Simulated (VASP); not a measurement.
## CsH: single point with r2SCAN

CsH:

```
Cs H
1.0
     0.00000    3.18800    3.18800
     3.18800    0.00000    3.18800
     3.18800    3.18800    0.00000
Cs H
1 1
Direct
  0.04901 0.04901 0.95099
  0.50000 0.50000 0.50000
```

This cell differs from its parent crystal: all Cs atoms moved +0.312 Å, as atom 1 along Cartesian [0 0 1].

```
Program             : VASP 6.6.1
Task                : single point
Functional          : r2SCAN
Potentials or basis : VASP PAW PBE potentials, release 64 (Cs_sv, H)
Cutoff              : 520 eV
k mesh              : 6 × 6 × 6
Occupations         : gaussian, width 0.05 eV
Spin                : no spin polarisation
```

```yaml
Pressure: 0.3 GPa
Largest_force: 0.234 eV/Å
Band_gap_on_the_k_mesh: 2.74 eV, direct
```

Forces on the atoms (eV/Å):
```
Cs   0.000  0.000 -0.234
H    0.000  0.000  0.234
```

Stress tensor (GPa, compression positive):
```
-0.09  0.00  0.00
 0.00 -0.09  0.00
 0.00  0.00  0.98
```

Levels at points of the mesh, in eV from the valence-band top:
| k point | band 3 | band 4 | band 5 | band 6 | band 7 | band 8 |
| --- | --- | --- | --- | --- | --- | --- |
| (0.00, 0.00, 0.00) | -8.12 | -8.11 | -1.61 | 5.70 | 5.70 | 5.72 |
| (0.50, 0.00, 0.00) | -8.21 | -8.21 | 0.00 | 2.74 | 5.29 | 5.29 |
| (0.50, 0.50, 0.00) | -8.39 | -8.39 | -1.08 | 3.53 | 5.96 | 8.90 |
| (0.00, 0.50, 0.50) | -8.39 | -8.39 | -1.09 | 3.52 | 6.11 | 7.91 |

It took 4.8 min on 1 thread of AMD EPYC 7R13 (shared host), peak memory 0.19 GiB.

Caveat: the cell differs from its parent crystal (all Cs atoms moved +0.312 Å, as atom 1 along Cartesian [0 0 1]); the PAW data sets were made with another functional, which shifts forces and pressure a little; spin-orbit coupling is left out, which moves the levels of the heavy elements. A k mesh can miss the band edges.
